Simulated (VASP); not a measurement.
# Cs11Cl12 (a cell with a defect) in VASP: single point with PBE

Aim: the single point of Cs11Cl12 (a cell with a defect) with PBE.

Everything below comes from runs of VASP 6.6.1. Logs are shortened: lines on timing, memory, paths and dates and some standing lists are left out, and cuts for length are marked.

**1. The cell of the first run**

The cell holds a defect, 23 atoms: a = 10.302 Å, b = 10.302 Å, c = 10.302 Å, α = 80.41°, β = 70.53°, γ = 60.00°.

**2. Single point, PBE (atoms taken out, then relaxed in part)**

INCAR reads:

```
ALGO = Normal ; EDIFF = 1E-6
ENCUT = 400 ; GGA = PE
GGA_COMPAT = F ; ISIF = 2
ISMEAR = 0 ; LASPH = T
LCHARG = F ; LREAL = F
LWAVE = F ; NBANDS = 108
NELM = 120 ; PREC = Accurate
SIGMA = 0.05
```

KPOINTS reads:

```
k-points
0
Gamma
  2 2 2
```

POSCAR reads:

```
Cs11Cl12
1.0
   -4.2056484403      8.4112968807      4.2056484403
    4.2056484403      4.2056484403      8.4112968807
    4.2056484403      8.4112968807     -4.2056484403
Cs Cl
11 12
Direct
    0.5611533621      0.3333333333      0.2344381694
    0.6675507359      0.6648985281      0.0000000000
    0.8333333333      0.3333333333      0.5000000000
    0.9512587418      0.6388690563      0.2304409866
   -0.0008840693      0.0017681385      0.0000000000
    0.1055133046      0.3333333333      0.7655618306
    0.1585644829      0.6828710342      0.5000000000
    0.2567944648      0.0277976103      0.2304409866
    0.4098722018      0.6388690563      0.7695590134
    0.5081021838     -0.0162043676      0.5000000000
    0.7154079248      0.0277976103      0.7695590134
    0.9407471038      0.3333333333      0.1316034800
    0.2013560905      0.3333333333      0.3946104568
    0.2884326118      0.6839202723      0.1320955711
    0.4653105762      0.3333333333      0.6053895432
    0.5414813278      0.6649595993      0.3761990775
    0.6390195507      0.9827463944      0.1320955711
    0.7259195628      0.3333333333      0.8683965200
    0.7935590729      0.6649595993      0.6238009225
    0.8731075938      1.0017070674      0.3761990775
    0.0276471160      0.6839202723      0.8679044289
    0.1251853389      0.0017070674      0.6238009225
    0.3782340549     -0.0172536056      0.8679044289
```

Potentials or basis: VASP PAW PBE potentials, release 64 (Cs_sv, Cl).

Launch:

```bash
> cat potpaw_PBE.64/Cs_sv/POTCAR potpaw_PBE.64/Cl/POTCAR > POTCAR
> mpirun -np 1 vasp_std > vasp.out
```

OUTCAR:

```text
EDIFF = 1E-6
   ENCUT = 400
   GGA = PE
   ISIF = 2
   ISMEAR = 0
   LASPH = T
   LREAL = F
   NELM = 120
   PREC = Accurate

 ion  position               nearest neighbor table
   1  0.561  0.333  0.234-
   2  0.668  0.665  0.000-
   3  0.833  0.333  0.500-
   4  0.951  0.639  0.230-
   5  0.999  0.002  0.000-
   6  0.106  0.333  0.766-
[... 15 lines left out ...]
  22  0.125  0.002  0.624-
  23  0.378  0.983  0.868-

  LATTYP: Found a base centered monoclinic cell.
 ALAT       =    10.3016927163
 B/A-ratio  =     1.7320508076
 C/A-ratio  =     1.0000000000
 COS(beta)  =    -0.3333333333

  Lattice vectors:

 A1 = (   8.4112968806,  -4.2056484404,   4.2056484404)
 A2 = (  -4.2056484403,  -4.2056484403,  -8.4112968807)
 A3 = (   4.2056484403,   8.4112968807,  -4.2056484403)

Analysis of symmetry for initial positions (statically):
=====================================================================
 Subroutine PRICEL returns:
 Original cell was already a primitive cell.

 Routine SETGRP: Setting up the symmetry group for a
 base centered monoclinic supercell.

 Subroutine GETGRP returns: Found  4 space group operations
 (whereof  2 operations were pure point group operations)
 out of a pool of  4 trial point group operations.

The static configuration has the point symmetry C_2 .
 The point group associated with its full space group is C_2h.

Analysis of symmetry for dynamics (positions and initial velocities):
=====================================================================
 Subroutine PRICEL returns:
 Original cell was already a primitive cell.

 Routine SETGRP: Setting up the symmetry group for a
 base centered monoclinic supercell.

 Subroutine GETGRP returns: Found  4 space group operations
 (whereof  2 operations were pure point group operations)
 out of a pool of  4 trial point group operations.

The dynamic configuration has the point symmetry C_2 .
 The point group associated with its full space group is C_2h.

 Subroutine INISYM returns: Found  4 space group operations
 (whereof  2 operations are pure point group operations),
 and found     1 'primitive' translations

----------------------------------------------------------------------------------------

                                     Primitive cell

  volume of cell :     892.6478

  direct lattice vectors                    reciprocal lattice vectors
    -4.205648440  8.411296881  4.205648440    -0.099073109  0.059443865  0.019814622
     4.205648440  4.205648440  8.411296881     0.079258487  0.000000000  0.079258487
     4.205648440  8.411296881 -4.205648440     0.059443865  0.059443865 -0.059443865

  length of vectors
    10.301692716 10.301692716 10.301692716     0.117224884  0.112088428  0.102959795

  position of ions in fractional coordinates (direct lattice)
     0.561153362  0.333333333  0.234438169
     0.667550736  0.664898528  0.000000000
     0.833333333  0.333333333  0.500000000
     0.951258742  0.638869056  0.230440987
     0.999115931  0.001768138  0.000000000
     0.105513305  0.333333333  0.765561831
[... 15 lines left out ...]
     0.125185339  0.001707067  0.623800923
     0.378234055  0.982746394  0.867904429

  ion indices of the primitive-cell ions
   primitive index   ion index
                 1           1
                 2           2
                 3           3
                 4           4
                 5           5
                 6           6
[... 15 lines left out ...]
                22          22
                23          23

----------------------------------------------------------------------------------------

 KPOINTS: k-points

Automatic generation of k-mesh.
 Grid dimensions read from file:
 generate k-points for:    2    2    2

 Generating k-lattice:

  Cartesian coordinates                     Fractional coordinates (reciprocal lattice)
    -0.049536555  0.029721933  0.009907311     0.500000000  0.000000000  0.000000000
     0.039629244  0.000000000  0.039629244     0.000000000  0.500000000  0.000000000
     0.029721933  0.029721933 -0.029721933     0.000000000  0.000000000  0.500000000

  Length of vectors
     0.058612442  0.056044214  0.051479898

  Shift w.r.t. Gamma in fractional coordinates (k-lattice)
     0.000000000  0.000000000  0.000000000

 Subroutine IBZKPT returns following result:
 ===========================================

 Found      6 irreducible k-points:

 Following reciprocal coordinates:
            Coordinates               Weight
  0.000000  0.000000  0.000000      1.000000
  0.500000 -0.000000  0.000000      2.000000
  0.000000  0.500000  0.000000      1.000000
  0.000000 -0.000000  0.500000      1.000000
  0.500000 -0.000000  0.500000      2.000000
  0.000000  0.500000  0.500000      1.000000
   k-points           NKPTS =      6   k-points in BZ     NKDIM =      6   number of bands    NBANDS=    108
   number of dos      NEDOS =    301   number of ions     NIONS =     23
   total plane-waves  NPLWV = 343000
   dimension x,y,z NGX =    70 NGY =   70 NGZ =   70
   dimension x,y,z NGXF=   140 NGYF=  140 NGZF=  140
   ions per type =              11  12
   NGX,Y,Z   is equivalent  to a cutoff of  11.30, 11.30, 11.30 a.u.
   NGXF,Y,Z  is equivalent  to a cutoff of  22.59, 22.59, 22.59 a.u.
 SYSTEM =  unknown system
   PREC   = accura    normal or accurate (medium, high low for compatibility)
   ISTART =      0    job   : 0-new  1-cont  2-samecut
   ICHARG =      2    charge: 1-file 2-atom 10-const
   ISPIN  =      1    spin polarized calculation?
   LNONCOLLINEAR =      F non collinear calculations
   LSORBIT =      F    spin-orbit coupling
   LASPH  =      T    aspherical Exc in radial PAW
   ENCUT  =  400.0 eV  29.40 Ry    5.42 a.u.  16.80 16.80 16.80*2*pi/ulx,y,z
   NELM   =    120;   NELMIN=  2; NELMDL= -5     # of ELM steps
   EDIFF  = 0.1E-05   stopping-criterion for ELM
   LREAL  =      F    real-space projection
   EDIFFG = 0.1E-04   stopping-criterion for IOM
   NSW    =      0    number of steps for IOM
   IBRION =     -1    ionic relax: 0-MD 1-quasi-New 2-CG
   NFREE  =      0    steps in history (QN), initial steepest desc. (CG)
   ISIF   =      2    stress and relaxation
   ISYM   =      2    0-nonsym 1-usesym 2-fastsym
   POTIM  = 0.5000    time-step for ionic-motion
   TEBEG  =    0.0;   TEEND  =   0.0 temperature during run
   PSTRESS=    0.0 pullay stress
   NELECT =     183.0000    total number of electrons
   NUPDOWN=      -1.0000    fix difference up-down
   EMIN   =  10.00;   EMAX   =-10.00  energy-range for DOS
   EFERMI =   0.00;   METHOD = LEGACY
   ISMEAR =     0;   SIGMA  =   0.05  broadening in eV -4-tet -1-fermi 0-gaus
   EFERMI_NEDOS =   21; number of points for ismear=-14 and -15
   IALGO  =     38    algorithm
   IMIX   =      4    mixing-type and parameters
     AMIX     =   0.40;   BMIX     =  1.00
     AMIX_MAG =   1.60;   BMIX_MAG =  1.00
  volume/ion in A,a.u.               =      38.81       261.91
  Fermi-wavevector in a.u.,A,eV,Ry     =   0.965306  1.824164 12.678130  0.931816
  Thomas-Fermi vector in A             =   2.095012
   LORBIT       =      0    0 simple, 1 ext, 2 COOP (PROOUT), +10 PAW based schemes
   GGA     = PE    functional components
   LHFCALC =     F    Hartree Fock is set to
   AEXX    =    0.0000 exact exchange contribution
   IVDW    =     0    specifies the selected vdW correction
   LEPSILON=     F    determine dielectric tensor
   LRPA    =     F    only Hartree local field effects (RPA)
 non-spin polarized calculation
 Gauss-broadening in eV      SIGMA  =   0.05
  energy-cutoff  :      400.00
  volume of cell :      892.65
 maximum number of plane-waves:     16244
 NGX is ok and might be reduce to    70
   NGX = 33   NGY = 33   NGZ = 33

 number of electron     182.9999983 magnetization

 Free energy of the ion-electron system (eV)
  ---------------------------------------------------
  ext. energy  EPLUGINS =         0.00000000
  ---------------------------------------------------
  free energy    TOTEN  =       -73.27129296 eV

  energy without entropy =      -73.23001776  energy(sigma->0) =      -73.25065536

 E-fermi :  -1.0374     XC(G=0):  -7.7047

 val. band max:       -1.0407544573   @ k =   0.5000  -0.0000   0.5000
 cond. band min:      -1.0358649359   @ k =   0.0000   0.0000   0.0000
 fundamental gap:      0.0048895214
 Fermi energy:        -1.0373903841

 k-point     1 :       0.0000    0.0000    0.0000
  band No.  band energies     occupation
      1     -20.3179      2.00000
      2     -20.2715      2.00000
      3     -20.2714      2.00000
      4     -20.2694      2.00000
      5     -20.2524      2.00000
      6     -20.2366      2.00000
[... 95 lines left out ...]
    102       5.7990      0.00000
    103       5.9265      0.00000

 k-point     2 :       0.5000   -0.0000    0.0000
  band No.  band energies     occupation
      1     -20.2993      2.00000
      2     -20.2947      2.00000
      3     -20.2750      2.00000
      4     -20.2713      2.00000
      5     -20.2443      2.00000
      6     -20.2373      2.00000
[... 95 lines left out ...]
    102       5.6806      0.00000
    103       5.6958      0.00000

 k-point     3 :       0.0000    0.5000    0.0000
  band No.  band energies     occupation
      1     -20.3079      2.00000
      2     -20.2819      2.00000
      3     -20.2715      2.00000
      4     -20.2694      2.00000
      5     -20.2612      2.00000
      6     -20.2303      2.00000
[... 95 lines left out ...]
    102       5.6022      0.00000
    103       5.6593      0.00000

 k-point     4 :       0.0000   -0.0000    0.5000
  band No.  band energies     occupation
      1     -20.3068      2.00000
      2     -20.2895      2.00000
      3     -20.2705      2.00000
      4     -20.2702      2.00000
      5     -20.2524      2.00000
      6     -20.2309      2.00000
[... 95 lines left out ...]
    102       5.6327      0.00000
    103       5.7852      0.00000

 k-point     5 :       0.5000   -0.0000    0.5000
  band No.  band energies     occupation
      1     -20.2939      2.00000
      2     -20.2934      2.00000
      3     -20.2791      2.00000
      4     -20.2769      2.00000
      5     -20.2429      2.00000
      6     -20.2366      2.00000
[... 95 lines left out ...]
    102       5.7618      0.00000
    103       5.8040      0.00000

 k-point     6 :       0.0000    0.5000    0.5000
  band No.  band energies     occupation
      1     -20.3020      2.00000
      2     -20.2801      2.00000
      3     -20.2799      2.00000
      4     -20.2728      2.00000
      5     -20.2609      2.00000
      6     -20.2240      2.00000
[... 95 lines left out ...]
    102       5.6979      0.00000
    103       5.7975      0.00000
 [bands above 103 left out]

------------------------ aborting loop because EDIFF is reached ----------------------------------------

  FORCE on cell =-STRESS in cart. coord.  units (eV):
  Direction    XX          YY          ZZ          XY          YZ          ZX
  --------------------------------------------------------------------------------------
  -------------------------------------------------------------------------------------
  Total        0.5160197      0.5857055      0.5160197     -0.0659249      0.0659248      0.0460257
  in kB        0.9261829      1.0512591      0.9261829     -0.1183258      0.1183257      0.0826097
  external PRESSURE =       0.9678749 kB  Pullay stress =       0.0000000 kB

 VOLUME and BASIS-vectors are now :
 -----------------------------------------------------------------------------
  energy-cutoff  :      400.00
  volume of cell :      892.65
      direct lattice vectors                 reciprocal lattice vectors
    -4.205648440  8.411296881  4.205648440    -0.099073109  0.059443865  0.019814622
     4.205648440  4.205648440  8.411296881     0.079258487  0.000000000  0.079258487
     4.205648440  8.411296881 -4.205648440     0.059443865  0.059443865 -0.059443865

 POSITION                                       TOTAL-FORCE (eV/Angst)
 -----------------------------------------------------------------------------------
      0.02783      8.09384      4.17781         0.002375      0.004319     -0.002375
     -0.01115      8.41130      8.40014        -0.000597      0.000000     -0.000597
      0.00000     12.61695      4.20565        -0.000000      0.000000      0.000000
     -0.34465     12.62649      8.40522         0.000219     -0.001665      0.000477
     -4.19449      8.41130      4.21680         0.000597     -0.000000      0.000597
      4.17781      8.72875      0.02783        -0.002375     -0.004319      0.002375
[... 15 lines left out ...]
      2.10418      6.30713     -2.08264        -0.003559      0.000211     -0.003956
      6.19247     14.61473      6.20679        -0.001758      0.002127     -0.004505
 -----------------------------------------------------------------------------------
    total drift:                               -0.000032     -0.000003     -0.000035

  FREE ENERGIE OF THE ION-ELECTRON SYSTEM (eV)
  ---------------------------------------------------
  free  energy   TOTEN  =       -73.2712929608 eV

  energy  without entropy=      -73.2300177641  energy(sigma->0) =      -73.25065536
```

Run time: 9.3 min. Hardware: 1 thread of Intel Xeon 6975P-C (Granite Rapids), shared host; peak memory 0.79 GiB.

What came out:

```yaml
Free_energy: -73.2713 eV
Pressure: 0.1 GPa
Largest_force: 0.006 eV/Å
Band_gap_on_the_k_mesh: zero (an odd number of electrons rules out a gap without spin polarisation)
```

Forces in eV/Å, atoms in the order of the input:
```
Cs   0.002  0.004 -0.002
Cs  -0.001  0.000 -0.001
Cs   0.000  0.000  0.000
Cs   0.000 -0.002  0.000
Cs   0.001  0.000  0.001
Cs  -0.002 -0.004  0.002
Cs   0.002  0.000  0.002
Cs   0.000 -0.002  0.000
Cs   0.000  0.002  0.000
Cs  -0.002  0.000 -0.002
Cs   0.000  0.002  0.000
Cl  -0.004  0.003  0.004
Cl  -0.002  0.000  0.002
Cl   0.002 -0.002  0.005
Cl   0.002  0.000 -0.002
Cl   0.004  0.000  0.004
Cl  -0.005 -0.002 -0.002
Cl   0.004 -0.003 -0.004
Cl   0.004  0.000  0.004
Cl  -0.004  0.000 -0.004
Cl   0.005  0.002  0.002
Cl  -0.004  0.000 -0.004
Cl  -0.002  0.002 -0.005
```

Levels at points of the mesh, in eV from the Fermi level:
```csv
k point,band 89,band 90,band 91,band 92,band 93,band 94,band 95,band 96
"(0.00, 0.00, 0.00)",-0.04,0.00,0.00,0.00,5.10,5.75,5.81,6.14
"(0.50, 0.00, 0.00)",-0.08,-0.07,-0.07,-0.05,5.96,6.09,6.21,6.32
"(0.00, 0.50, 0.00)",-0.07,-0.06,-0.05,-0.01,5.90,6.02,6.03,6.16
"(0.00, 0.00, 0.50)",-0.06,-0.06,-0.06,-0.04,5.82,5.99,6.25,6.25
"(0.50, 0.00, 0.50)",-0.09,-0.08,-0.07,0.00,5.97,6.21,6.21,6.34
"(0.00, 0.50, 0.50)",-0.09,-0.09,-0.09,-0.05,6.16,6.25,6.30,6.52
```

Caveat: the k points lie up to 0.37 Å⁻¹ apart, too coarse for converged energies and pressures of a metal; the cell differs from its parent crystal (atoms taken out, then relaxed in part); spin-orbit coupling is left out, which moves the levels of the heavy elements; an odd number of electrons without spin polarisation forces a metal; a magnetic or distorted state may lie lower.
